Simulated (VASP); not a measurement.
Here is a VASP 6.6.1 calculation.

File INCAR:

```
SYSTEM = WC
ALGO     = Normal         ! electronic algorithm
EDIFF    = 1E-6           ! SCF threshold, eV
ENCUT    = 520            ! plane-wave cutoff, eV
GGA      = PS             ! functional
ISIF     = 2              ! what is computed and relaxed
ISMEAR   = -1             ! smearing method
LASPH    = .True.         ! aspherical terms in the spheres
LCHARG   = .True.         ! write CHGCAR
LELF     = .True.         ! ELF
LREAL    = .False.        ! projectors in reciprocal space
LVHAR    = .True.       
LWAVE    = .False.        ! write WAVECAR
NBANDS   = 16             ! bands
NELM     = 80             ! most SCF steps
PREC     = Accurate       ! precision mode
SIGMA    = 0.05           ! smearing width, eV
```

The input KPOINTS:

```
k-points
0
Gamma
  10 10 6
  0 0 0
```

POSCAR

```
WC
1.0
    1.4695673739     -2.5676225476      0.0000000000
    1.4695673739      2.5676225476      0.0000000000
    0.0000000000      0.0000000000      3.0005519365
W C
1 1
Direct
    0.5000000000      0.5000000000      0.5000000000
    0.0000000000      0.0000000000      0.0000000000
```

Potentials or basis: VASP PAW PBE potentials, release 64 (W_sv, C).

Launch:

```bash
$ cat potpaw_PBE.64/W_sv/POTCAR potpaw_PBE.64/C/POTCAR > POTCAR
$ mpirun -np 1 vasp_std > vasp.out
```

(1) What does it give for the band gap on the k mesh?

(2) What does it give for the pressure?

## Answers

(1) zero (bands 9 and 10 overlap by 3.23 eV).

(2) 0.8 GPa.

Caveat: the PAW data sets were made with another functional, which shifts forces and pressure a little; spin-orbit coupling is left out, which moves the levels of the heavy elements.
